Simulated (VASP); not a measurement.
A run of VASP 6.6.1 is set up as follows.

File INCAR:

```
ALGO = Normal
EDIFF = 1E-6
ENCUT = 520
GGA = PE
ISIF = 2
ISMEAR = 0
LASPH = T
LCHARG = F
LREAL = F
LWAVE = F
NBANDS = 10
NELM = 100
PREC = Accurate
SIGMA = 0.1
```

Contents of KPOINTS:

```
k-points
0
Gamma
  8 8 4
```

Contents of POSCAR:

```
AlH2
1.0
    2.5802325127      0.0000000000      0.0000000000
    0.0000000000      2.5802325127      0.0000000000
    0.0000000000      0.0000000000      4.7161271383
Al H
1 2
Direct
    0.0000000000      0.0000000000      0.0000000000
    0.5000000000      0.5000000000      0.2186685578
    0.5000000000      0.5000000000      0.7813314422
```

Potentials or basis: VASP PAW PBE potentials, release 64 (Al, H).

Launch:

```sh
$ cat potpaw_PBE.64/Al/POTCAR potpaw_PBE.64/H/POTCAR > POTCAR
$ mpirun -np 1 vasp_std > vasp.out
```

Q: What does it give for the pressure?

A: 0.0 GPa.

Q: Estimate the largest force.

A: 0.003 eV/Å.

Forces on the atoms (eV/Å):
```
Al   0.000  0.000  0.000
H    0.000  0.000 -0.003
H    0.000  0.000  0.003
```
